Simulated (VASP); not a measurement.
## SnO: single point with LDA

Crystal: SnO.

```
Sn O
1.0
     3.65280    0.00000    0.00000
     0.00000    3.65280    0.00000
     0.00000    0.00000    4.65623
Sn O
2 2
Direct
  0.00000 0.50000 0.24560
  0.50000 0.00000 0.75440
  0.00000 0.00000 0.00000
  0.50000 0.50000 0.00000
```

```yaml
Program: VASP 6.6.1
Task: single point
Functional: LDA
Potentials_or_basis: VASP PAW LDA potentials, release 64 (Sn_d, O)
Cutoff: 520 eV
k_mesh: 10 × 10 × 8
Occupations: gaussian, width 0.15 eV
Spin: no spin polarisation
Dipole_correction: no
Further_INCAR_settings: ALGO = Normal; EDIFF = 1e-07; NBANDS = 28
```

The pressure is 8.6 GPa. The largest force is 1.013 eV/Å and the band gap on the k mesh is zero (band 20 reaches 8.81 eV, above the bottom of band 21 at 8.19 eV).

Forces on the atoms (eV/Å):
```
Sn   0.000  0.000  1.013
Sn   0.000  0.000 -1.013
O    0.000  0.000  0.000
O    0.000  0.000  0.000
```

Stress tensor (GPa, compression positive):
```
10.02  0.00  0.00
 0.00 10.02  0.00
 0.00  0.00  5.81
```

Levels at points of the mesh, in eV from the Fermi level:
| k point | band 18 | band 19 | band 20 | band 21 | band 22 | band 23 |
| --- | --- | --- | --- | --- | --- | --- |
| (0.00, 0.00, 0.00) | -3.79 | -3.79 | 0.09 | 2.45 | 4.33 | 4.51 |
| (0.50, 0.00, 0.00) | -5.71 | -3.44 | -3.44 | 3.28 | 3.28 | 6.00 |
| (0.50, 0.50, 0.00) | -3.07 | -2.23 | -2.23 | -0.53 | -0.53 | 4.10 |
| (0.00, 0.00, 0.50) | -3.81 | -2.97 | -2.77 | 1.56 | 2.52 | 2.52 |
| (0.50, 0.00, 0.50) | -5.66 | -2.23 | -2.23 | 2.61 | 2.61 | 5.37 |
| (0.50, 0.50, 0.50) | -3.20 | -3.07 | -3.07 | 1.91 | 1.91 | 4.21 |

Wall time 78 s on 1 thread of AMD EPYC 9R45 96-Core Processor (Zen 5) (shared host), peak memory 0.23 GiB.

Caveat: spin-orbit coupling is left out, which moves the levels of the heavy elements; forces of over 1 eV/Å act on the atoms, so gaps and moduli don't describe the material at rest.
